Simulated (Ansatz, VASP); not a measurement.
This is a calculation of BAs for Ansatz 0.2.0.

Contents of input.yaml:

```yaml
crystal:
  lattice:
    - [0.0, 2.3397414207, 2.3397414207]
    - [2.3397414207, 0.0, 2.3397414207]
    - [2.3397414207, 2.3397414207, 0.0]
  atoms:
    - { symbol: As, position: [0.75, 0.75, 0.75] }
    - { symbol: B, position: [0.0, 0.0, 0.0] }
hamiltonian:
  xc: r2scan0
  pseudopotentials: { kind: paw }
kpoints:
  mp_grid: { grid: [5, 5, 5] }
scf:
  occupations: { method: fermi_dirac, width: 0.05 }
output:
  forces: true
  stress: true
  eigenvalues: true
```

Potentials or basis: Ansatz PAW.

Command:

```sh
$ ansatz run input.yaml --threads 2 --pin off --max-ram 5632MiB --backend cpu --events-out ev --progress --plain --runs-dir out
```

Question: Translate it to VASP 6.6.1. Potentials there: VASP PAW PBE potentials, release 64 (As, B).

Answer: As run (the cutoff follows the program's own potentials):

POSCAR

```
BAs
1.0
    0.0000000000      2.3397414207      2.3397414207
    2.3397414207      0.0000000000      2.3397414207
    2.3397414207      2.3397414207      0.0000000000
As B
1 1
Direct
    0.7500000000      0.7500000000      0.7500000000
    0.0000000000      0.0000000000      0.0000000000
```

The input INCAR.step1:

```
PREC = Accurate
ENCUT = 520
EDIFF = 1E-5
ISMEAR = -1
SIGMA = 0.05
LREAL = False
LASPH = True
NELM = 100
ALGO = Normal
ISIF = 2
LWAVE = True
LCHARG = False
NBANDS = 11
GGA = PE
```

INCAR.step2

```
PREC = Accurate
ENCUT = 520
EDIFF = 1E-6
ISMEAR = -1
SIGMA = 0.05
LREAL = False
LASPH = True
NELM = 100
ALGO = Normal
ISIF = 2
LWAVE = False
LCHARG = False
METAGGA = R2SCAN
LHFCALC = True
AEXX = 0.25
LMIXTAU = True
PRECFOCK = Normal
NBANDS = 11
ISTART = 1
```

Contents of KPOINTS:

```
regular mesh
0
Gamma
  5 5 5
```

Potentials or basis: VASP PAW PBE potentials, release 64 (As, B).

Command:

```bash
$ cat potpaw_PBE.64/As/POTCAR potpaw_PBE.64/B/POTCAR > POTCAR
$ cp INCAR.step1 INCAR
$ mpirun -np 1 vasp_std > vasp.out
$ cp INCAR.step2 INCAR
$ mpirun -np 1 vasp_std > vasp.out
```

Both were run:

|  | VASP | Ansatz | Ansatz less VASP |
| --- | --- | --- | --- |
| gap on the k mesh at the Fermi level (eV) | 2.61 | 2.56 | -0.050 |
| least direct gap on the mesh (eV) | 4.99 | 4.94 | -0.046 |
| pressure (GPa) | 8.3 | 8.7 | +0.34 |

VASP's potentials were made for PBE, not for r2SCAN0. VASP's potentials hold 8 valence electrons a cell and Ansatz's 18, so a difference there can come from the potentials and not from the codes.

The k mesh is coarse, so the values compare programs but aren't converged. Noted on Ansatz's run: odd divisions of the mesh miss points on the zone boundary, where band edges often lie, so the gap on the mesh can be too wide.
